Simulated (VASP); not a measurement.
# Ru (Pm-3n) in VASP: a series of runs

The runs below take Ru through single point, relaxation of cell and atoms, with BLYP.

Everything below comes from runs of VASP 6.6.1. Logs are shortened: lines on timing, memory, paths and dates and some standing lists are left out, and cuts for length are marked.

## Step 1: The cell of the first run

Symmetry: Pm-3n, No. 223, cubic system. Conventional cell: a = 4.923 Å, b = 4.923 Å, c = 4.923 Å, α = 90.00°, β = 90.00°, γ = 90.00°. Within 3.6 Å of Ru (site symmetry m-3) lie 12 Ru at 2.75 Å. Within 3.3 Å of Ru (site symmetry -4m2) lie 14 Ru at 2.46 to 3.01 Å.

## Step 2: Single point, BLYP

INCAR

```
SYSTEM = Ru
PREC = Accurate
ENCUT = 520
EDIFF = 1E-7
ISMEAR = -1
SIGMA = 0.1
LREAL = .False.
LASPH = .True.
NELM = 100
ALGO = Normal
ISIF = 2
LWAVE = .False.
LCHARG = .False.
GGA = B5
ALDAX = 1.0
AGGAX = 1.0
AGGAC = 1.0
ALDAC = 0.0
NBANDS = 66
```

KPOINTS

```
Automatic mesh
0
Gamma
  6 6 6
  0 0 0
```

POSCAR

```
Ru
1.0
    4.9234220624      0.0000000000      0.0000000000
    0.0000000000      4.9234220624      0.0000000000
    0.0000000000      0.0000000000      4.9234220624
Ru
8
Direct
    0.0000000000      0.0000000000      1.0000000000
    0.5000000000      0.5000000000      0.5000000000
    0.2500000000      0.0000000000      0.5000000000
    0.7500000000      0.0000000000      0.5000000000
    0.5000000000      0.2500000000      0.0000000000
    0.5000000000      0.7500000000      0.0000000000
    1.0000000000      0.5000000000      0.2500000000
    1.0000000000      0.5000000000      0.7500000000
```

Potentials or basis: VASP PAW PBE potentials, release 64 (Ru_pv).

Started as:

```console
> cat potpaw_PBE.64/Ru_pv/POTCAR > POTCAR
> mpirun -np 1 vasp_std > vasp.out
```

OUTCAR:

```text
SYSTEM = Ru
   PREC = Accurate
   ENCUT = 520
   EDIFF = 1E-7
   ISMEAR = -1
   LREAL = .False.
   LASPH = .True.
   NELM = 100
   ISIF = 2
   GGA = B5

 ion  position               nearest neighbor table
   1  0.000  0.000  0.000-   3 2.75   4 2.75   5 2.75   6 2.75   7 2.75   8 2.75   3 2.75   4 2.75
                             7 2.75   8 2.75   5 2.75   6 2.75
   2  0.500  0.500  0.500-   3 2.75   4 2.75   5 2.75   6 2.75   7 2.75   8 2.75   5 2.75   6 2.75
                             3 2.75   4 2.75   7 2.75   8 2.75
   3  0.250  0.000  0.500-   4 2.46   4 2.46   1 2.75   1 2.75   2 2.75   2 2.75   8 3.01   5 3.01
                             5 3.01   6 3.01   6 3.01   7 3.01   8 3.01   7 3.01
   4  0.750  0.000  0.500-   3 2.46   3 2.46   1 2.75   1 2.75   2 2.75   2 2.75   8 3.01   5 3.01
                             5 3.01   6 3.01   6 3.01   7 3.01   8 3.01   7 3.01
   5  0.500  0.250  0.000-   6 2.46   6 2.46   1 2.75   2 2.75   2 2.75   1 2.75   8 3.01   4 3.01
                             3 3.01   4 3.01   3 3.01   7 3.01   7 3.01   8 3.01
   6  0.500  0.750  0.000-   5 2.46   5 2.46   1 2.75   2 2.75   2 2.75   1 2.75   8 3.01   4 3.01
                             3 3.01   4 3.01   3 3.01   7 3.01   7 3.01   8 3.01
   7  0.000  0.500  0.250-   8 2.46   8 2.46   1 2.75   2 2.75   1 2.75   2 2.75   3 3.01   4 3.01
                             5 3.01   3 3.01   4 3.01   6 3.01   5 3.01   6 3.01
   8  0.000  0.500  0.750-   7 2.46   7 2.46   1 2.75   2 2.75   1 2.75   2 2.75   3 3.01   4 3.01
                             5 3.01   3 3.01   4 3.01   6 3.01   5 3.01   6 3.01

  LATTYP: Found a simple cubic cell.
 ALAT       =     4.9234220624

  Lattice vectors:

 A1 = (   4.9234220624,   0.0000000000,   0.0000000000)
 A2 = (   0.0000000000,   4.9234220624,   0.0000000000)
 A3 = (   0.0000000000,   0.0000000000,   4.9234220624)

Analysis of symmetry for initial positions (statically):
=====================================================================
 Subroutine PRICEL returns:
 Original cell was already a primitive cell.

 Routine SETGRP: Setting up the symmetry group for a
 simple cubic supercell.

 Subroutine GETGRP returns: Found 48 space group operations
 (whereof 24 operations were pure point group operations)
 out of a pool of 48 trial point group operations.

The static configuration has the point symmetry T_h .
 The point group associated with its full space group is O_h .

Analysis of symmetry for dynamics (positions and initial velocities):
=====================================================================
 Subroutine PRICEL returns:
 Original cell was already a primitive cell.

 Routine SETGRP: Setting up the symmetry group for a
 simple cubic supercell.

 Subroutine GETGRP returns: Found 48 space group operations
 (whereof 24 operations were pure point group operations)
 out of a pool of 48 trial point group operations.

The dynamic configuration has the point symmetry T_h .
 The point group associated with its full space group is O_h .

 Subroutine INISYM returns: Found 48 space group operations
 (whereof 24 operations are pure point group operations),
 and found     1 'primitive' translations

----------------------------------------------------------------------------------------

                                     Primitive cell

  volume of cell :     119.3442

  direct lattice vectors                    reciprocal lattice vectors
     4.923422062  0.000000000  0.000000000     0.203110761  0.000000000  0.000000000
     0.000000000  4.923422062  0.000000000     0.000000000  0.203110761  0.000000000
     0.000000000  0.000000000  4.923422062     0.000000000  0.000000000  0.203110761

  length of vectors
     4.923422062  4.923422062  4.923422062     0.203110761  0.203110761  0.203110761

  position of ions in fractional coordinates (direct lattice)
     0.000000000  0.000000000  0.000000000
     0.500000000  0.500000000  0.500000000
     0.250000000  0.000000000  0.500000000
     0.750000000  0.000000000  0.500000000
     0.500000000  0.250000000  0.000000000
     0.500000000  0.750000000  0.000000000
     0.000000000  0.500000000  0.250000000
     0.000000000  0.500000000  0.750000000

  ion indices of the primitive-cell ions
   primitive index   ion index
                 1           1
                 2           2
                 3           3
                 4           4
                 5           5
                 6           6
                 7           7
                 8           8

----------------------------------------------------------------------------------------

 KPOINTS: Automatic mesh

Automatic generation of k-mesh.
 Grid dimensions read from file:
 generate k-points for:    6    6    6

 Generating k-lattice:

  Cartesian coordinates                     Fractional coordinates (reciprocal lattice)
     0.033851793  0.000000000  0.000000000     0.166666667  0.000000000  0.000000000
     0.000000000  0.033851793  0.000000000     0.000000000  0.166666667  0.000000000
     0.000000000  0.000000000  0.033851793     0.000000000  0.000000000  0.166666667

  Length of vectors
     0.033851793  0.033851793  0.033851793

  Shift w.r.t. Gamma in fractional coordinates (k-lattice)
     0.000000000  0.000000000  0.000000000

 Subroutine IBZKPT returns following result:
 ===========================================

 Found     20 irreducible k-points:

 Following reciprocal coordinates:
            Coordinates               Weight
  0.000000  0.000000  0.000000      1.000000
  0.166667  0.000000  0.000000      6.000000
  0.333333  0.000000  0.000000      6.000000
  0.500000  0.000000  0.000000      3.000000
  0.166667  0.166667  0.000000     12.000000
  0.333333  0.166667  0.000000     24.000000
[... 12 lines left out ...]
  0.500000  0.500000  0.333333      6.000000
  0.500000  0.500000  0.500000      1.000000
   k-points           NKPTS =     20   k-points in BZ     NKDIM =     20   number of bands    NBANDS=     66
   number of dos      NEDOS =    301   number of ions     NIONS =      8
   total plane-waves  NPLWV =  64000
   dimension x,y,z NGX =    40 NGY =   40 NGZ =   40
   dimension x,y,z NGXF=    80 NGYF=   80 NGZF=   80
   ions per type =               8
   NGX,Y,Z   is equivalent  to a cutoff of  13.51, 13.51, 13.51 a.u.
   NGXF,Y,Z  is equivalent  to a cutoff of  27.01, 27.01, 27.01 a.u.
 SYSTEM =  Ru
   PREC   = accura    normal or accurate (medium, high low for compatibility)
   ISTART =      0    job   : 0-new  1-cont  2-samecut
   ICHARG =      2    charge: 1-file 2-atom 10-const
   ISPIN  =      1    spin polarized calculation?
   LNONCOLLINEAR =      F non collinear calculations
   LSORBIT =      F    spin-orbit coupling
   LASPH  =      T    aspherical Exc in radial PAW
   ENCUT  =  520.0 eV  38.22 Ry    6.18 a.u.   9.15  9.15  9.15*2*pi/ulx,y,z
   NELM   =    100;   NELMIN=  2; NELMDL= -5     # of ELM steps
   EDIFF  = 0.1E-06   stopping-criterion for ELM
   LREAL  =      F    real-space projection
   EDIFFG = 0.1E-05   stopping-criterion for IOM
   NSW    =      0    number of steps for IOM
   IBRION =     -1    ionic relax: 0-MD 1-quasi-New 2-CG
   NFREE  =      0    steps in history (QN), initial steepest desc. (CG)
   ISIF   =      2    stress and relaxation
   ISYM   =      2    0-nonsym 1-usesym 2-fastsym
   POTIM  = 0.5000    time-step for ionic-motion
   TEBEG  =    0.0;   TEEND  =   0.0 temperature during run
   PSTRESS=    0.0 pullay stress
   NELECT =     112.0000    total number of electrons
   NUPDOWN=      -1.0000    fix difference up-down
   EMIN   =  10.00;   EMAX   =-10.00  energy-range for DOS
   EFERMI =   0.00;   METHOD = LEGACY
   ISMEAR =    -1;   SIGMA  =   0.10  broadening in eV -4-tet -1-fermi 0-gaus
   EFERMI_NEDOS =   21; number of points for ismear=-14 and -15
   IALGO  =     38    algorithm
   IMIX   =      4    mixing-type and parameters
     AMIX     =   0.40;   BMIX     =  1.00
     AMIX_MAG =   1.60;   BMIX_MAG =  1.00
  volume/ion in A,a.u.               =      14.92       100.67
  Fermi-wavevector in a.u.,A,eV,Ry     =   1.602804  3.028861 34.953107  2.568981
  Thomas-Fermi vector in A             =   2.699567
   LORBIT       =      0    0 simple, 1 ext, 2 COOP (PROOUT), +10 PAW based schemes
   GGA     = B5    functional components
   LHFCALC =     F    Hartree Fock is set to
   AEXX    =    0.0000 exact exchange contribution
   IVDW    =     0    specifies the selected vdW correction
   LEPSILON=     F    determine dielectric tensor
   LRPA    =     F    only Hartree local field effects (RPA)
 non-spin polarized calculation
  energy-cutoff  :      520.00
  volume of cell :      119.34
 maximum number of plane-waves:      3235
 NGX is ok and might be reduce to    40
   NGX = 19   NGY = 19   NGZ = 19

 number of electron     111.9999979 magnetization

 Free energy of the ion-electron system (eV)
  ---------------------------------------------------
  ext. energy  EPLUGINS =         0.00000000
  ---------------------------------------------------
  free energy    TOTEN  =       -60.70623587 eV

  energy without entropy =      -60.30202208  energy(sigma->0) =      -60.50412897

 E-fermi :  11.8551     XC(G=0): -12.8694

 val. band max:       11.8525658470   @ k =   0.3333   0.3333   0.0000
 cond. band min:      11.8607408819   @ k =   0.5000   0.5000   0.0000
 fundamental gap:      0.0081750349
 Fermi energy:        11.8550549797

 k-point     1 :       0.0000    0.0000    0.0000
  band No.  band energies     occupation
      1     -31.7688      2.00000
      2     -31.7688      2.00000
      3     -31.6796      2.00000
      4     -31.2035      2.00000
      5     -31.2035      2.00000
      6     -31.2035      2.00000
[... 58 lines left out ...]
     65      13.2061      0.00000
     66      15.5023      0.00000

 k-point     2 :       0.1667    0.0000    0.0000
  band No.  band energies     occupation
      1     -31.7713      2.00000
      2     -31.7392      2.00000
      3     -31.6420      2.00000
      4     -31.1984      2.00000
      5     -31.1984      2.00000
      6     -31.1639      2.00000
[... 58 lines left out ...]
     65      13.2120      0.00000
     66      14.1015      0.00000

 k-point     3 :       0.3333    0.0000    0.0000
  band No.  band energies     occupation
      1     -31.7721      2.00000
      2     -31.7439      2.00000
      3     -31.4478      2.00000
      4     -31.1891      2.00000
      5     -31.1891      2.00000
      6     -31.0720      2.00000
[... 1162 lines left out ...]
     65      12.8729      0.00008
     66      13.4294      0.00000

 k-point    20 :       0.5000    0.5000    0.5000
  band No.  band energies     occupation
      1     -31.2341      2.00000
      2     -31.2341      2.00000
      3     -31.2341      2.00000
      4     -31.2341      2.00000
      5     -31.2341      2.00000
      6     -31.2341      2.00000
[... 58 lines left out ...]
     65      13.9881      0.00000
     66      13.9882      0.00000

------------------------ aborting loop because EDIFF is reached ----------------------------------------

  FORCE on cell =-STRESS in cart. coord.  units (eV):
  Direction    XX          YY          ZZ          XY          YZ          ZX
  --------------------------------------------------------------------------------------
  -------------------------------------------------------------------------------------
  Total        0.4484116      0.4484116      0.4484116     -0.0000000     -0.0000000     -0.0000000
  in kB        6.0198582      6.0198582      6.0198582     -0.0000000     -0.0000000     -0.0000000
  external PRESSURE =       6.0198582 kB  Pullay stress =       0.0000000 kB

 VOLUME and BASIS-vectors are now :
 -----------------------------------------------------------------------------
  energy-cutoff  :      520.00
  volume of cell :      119.34
      direct lattice vectors                 reciprocal lattice vectors
     4.923422062  0.000000000  0.000000000     0.203110761  0.000000000  0.000000000
     0.000000000  4.923422062  0.000000000     0.000000000  0.203110761  0.000000000
     0.000000000  0.000000000  4.923422062     0.000000000  0.000000000  0.203110761

 POSITION                                       TOTAL-FORCE (eV/Angst)
 -----------------------------------------------------------------------------------
      0.00000      0.00000      0.00000        -0.000000      0.000000     -0.000000
      2.46171      2.46171      2.46171        -0.000000      0.000000     -0.000000
      1.23086      0.00000      2.46171        -0.000000      0.000000     -0.000000
      3.69257      0.00000      2.46171         0.000000     -0.000000      0.000000
      2.46171      1.23086      0.00000         0.000000      0.000000     -0.000000
      2.46171      3.69257      0.00000         0.000000      0.000000      0.000000
      0.00000      2.46171      1.23086        -0.000000      0.000000     -0.000000
      0.00000      2.46171      3.69257         0.000000     -0.000000     -0.000000
 -----------------------------------------------------------------------------------
    total drift:                               -0.000000     -0.000000      0.000000

  FREE ENERGIE OF THE ION-ELECTRON SYSTEM (eV)
  ---------------------------------------------------
  free  energy   TOTEN  =       -60.7062358678 eV

  energy  without entropy=      -60.3020220818  energy(sigma->0) =      -60.50412897
```

Wall time 3.4 min (1 thread of Intel Xeon 6975P-C, shared host); peak memory 0.29 GiB.

What came out:

```yaml
Free_energy: -60.7062 eV
Pressure: 0.6 GPa
Band_gap_on_the_k_mesh: zero (band 56 reaches 12.39 eV, above the bottom of band 57 at 11.64 eV)
```

Levels at points of the mesh, in eV from the Fermi level:
```csv
k point,band 53,band 54,band 55,band 56,band 57,band 58,band 59,band 60
"(0.00, 0.00, 0.00)",-0.58,-0.58,-0.58,-0.21,-0.21,0.25,0.25,0.89
"(0.50, 0.00, 0.00)",-0.95,-0.95,-0.25,-0.25,0.33,0.33,0.46,0.46
"(0.50, 0.50, 0.00)",-0.23,-0.22,-0.21,0.01,0.01,0.01,0.50,0.50
"(0.50, 0.50, 0.50)",-0.89,-0.89,0.53,0.53,0.53,0.53,0.53,0.53
```

Caveat: the PAW data sets were made with another functional, which shifts forces and pressure a little.

[end of part 1 of 2]
